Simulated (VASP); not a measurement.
**Tl: single point with PBEsol**

The system is Tl.

```
Tl
1.0
    -1.92849    1.92849    1.92849
     1.92849   -1.92849    1.92849
     1.92849    1.92849   -1.92849
Tl
1
Direct
  0.00000 0.00000 0.00000
```

```json
{
 "Program": "VASP 6.6.1",
 "Task": "single point",
 "Functional": "PBEsol",
 "Potentials or basis": "VASP PAW PBE potentials, release 64 (Tl_d)",
 "Cutoff": "520 eV",
 "k mesh": "8 × 8 × 8",
 "Occupations": "gaussian, width 0.1 eV",
 "Spin": "no spin polarisation"
}
```

```yaml
Pressure: 0.1 GPa
```

Levels at points of the mesh, in eV from the Fermi level:
```
           k point  band 4  band 5  band 6  band 7  band 8  band 9
(0.00, 0.00, 0.00)  -11.16  -11.16  -10.03   10.82   10.82   10.82
(0.50, 0.00, 0.00)  -11.15  -10.87   -5.00   -2.74    5.82    7.15
(0.50, 0.50, 0.50)  -10.94  -10.94   -1.58    1.43    1.43    1.43
```

Run time: 11 s on 1 thread of AMD EPYC 9R45 (Zen 5) (shared host), peak memory 0.12 GiB.

Caveat: the PAW data sets were made with another functional, which shifts forces and pressure a little; spin-orbit coupling is left out, which moves the levels of the heavy elements.
